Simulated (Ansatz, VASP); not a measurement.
Ta4Ge: VASP beside Ansatz

```xyz
5
Lattice="-2.4681 2.4681 3.9736 2.4681 -2.4681 3.9736 2.4681 2.4681 -3.9736" Properties=species:S:1:pos:R:3 pbc="T T T"
Ta    0.0000    0.0000    2.4926
Ta    0.0000    0.0000    5.4546
Ta    0.0000    2.4681    0.0000
Ta    2.4681    0.0000    0.0000
Ge    0.0000    0.0000    0.0000
```

Change from the starting cell: species swapped into the SnF4 type (I4/mmm, No. 139).

Alike in both runs: functional PBE; k mesh 5 × 5 × 5; occupations gaussian, width 0.2 eV; no spin polarisation.

Ansatz relaxed the structure, and its values are those at the end. VASP's run is a single point on that final structure, the one shown.

|  | VASP | Ansatz |
| --- | --- | --- |
| version | VASP 6.6.1 | Ansatz 0.2.0 |
| potentials or method | VASP PAW PBE potentials, release 64 (Ta_pv, Ge_d), cutoff 500 eV | scalar-relativistic, plane waves, PAW |
| valence electrons in the cell | 58 | 66 |

```csv
,VASP,Ansatz,Ansatz less VASP
gap on the k mesh at the Fermi level (eV),none,none,-
pressure (GPa),0.1,0.0,-0.10
rms of the force components (eV/Å),0.010,0.002,-0.0081
```

A gap of «none» marks a metal or a gap that the smearing closes. VASP's potentials hold 58 valence electrons a cell and Ansatz's 66, so a difference there can come from the potentials and not from the codes.

The k mesh is coarse, so the values compare programs but aren't converged. Neither program's run includes spin-orbit coupling.
